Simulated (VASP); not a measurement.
Input of a VASP 6.6.1 run:

Contents of INCAR:

```
PREC = Accurate
ENCUT = 520
EDIFF = 1E-7
ISMEAR = -1
SIGMA = 0.04
LREAL = False
LASPH = True
NELM = 80
ALGO = Normal
ISIF = 2
LWAVE = False
LCHARG = True
GGA = PE
LELF = True
LVHAR = True
NBANDS = 11
```

The input KPOINTS:

```
Automatic mesh
0
Gamma
  6 6 6
```

POSCAR

```
MgO
1.0
    0.0000000000      2.0970013927      2.0970013927
    2.0970013927      0.0000000000      2.0970013927
    2.0970013927      2.0970013927      0.0000000000
Mg O
1 1
Direct
    0.0000000000      0.0000000000      0.0000000000
    0.5000000000      0.5000000000      0.5000000000
```

Potentials or basis: VASP PAW PBE potentials, release 64 (Mg, O).

Run with:

```sh
$ cat potpaw_PBE.64/Mg/POTCAR potpaw_PBE.64/O/POTCAR > POTCAR
$ mpirun -np 1 vasp_std > vasp.out
```

Task: What does it give for the pressure?

Result: 6.2 GPa.

Task: Estimate the band gap on the k mesh.

Result: 4.85 eV, direct.

Caveat: the k points lie up to 0.43 Å⁻¹ apart.
